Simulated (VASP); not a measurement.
Ni, 2 atoms in the cell. It takes space group P6_3/mmc (No. 194, hexagonal). Conventional cell: a = 2.508 Å, b = 2.508 Å, c = 4.172 Å, α = 90.00°, β = 90.00°, γ = 120.00°. Within 3.3 Å of Ni (site symmetry -6m2) lie 12 Ni at 2.51 to 2.54 Å. This isn't the form of Ni at room conditions, which is fcc.

```yaml
Program: VASP 6.6.1
Task: single point
Functional: PBEsol
Potentials_or_basis: VASP PAW PBE potentials, release 64 (Ni)
Cutoff: 520 eV
k_mesh: 13 × 13 × 7
Occupations: fermi-dirac, width 0.1 eV
Spin: collinear spin, ferromagnetic start
Starting_moments: "[1.5, 1.5] μB"
Dipole_correction: no
Further_INCAR_settings: ALGO = Normal; EDIFF = 1e-06; NBANDS = 21
```

Potentials or basis: VASP PAW PBE potentials, release 64 (Ni).

Launch:

```console
$ cat potpaw_PBE.64/Ni/POTCAR > POTCAR
$ mpirun -np 1 vasp_std > vasp.out
```

Hardware: 1 thread of Intel Xeon 8259CL, with other jobs on the host.

Task: How long does it take, and how much memory?

Result: Run time: 71 s on 1 thread of Intel Xeon 8259CL, on a shared host, peak memory 0.18 GiB. Counts: scf iterations 13, k points 84.
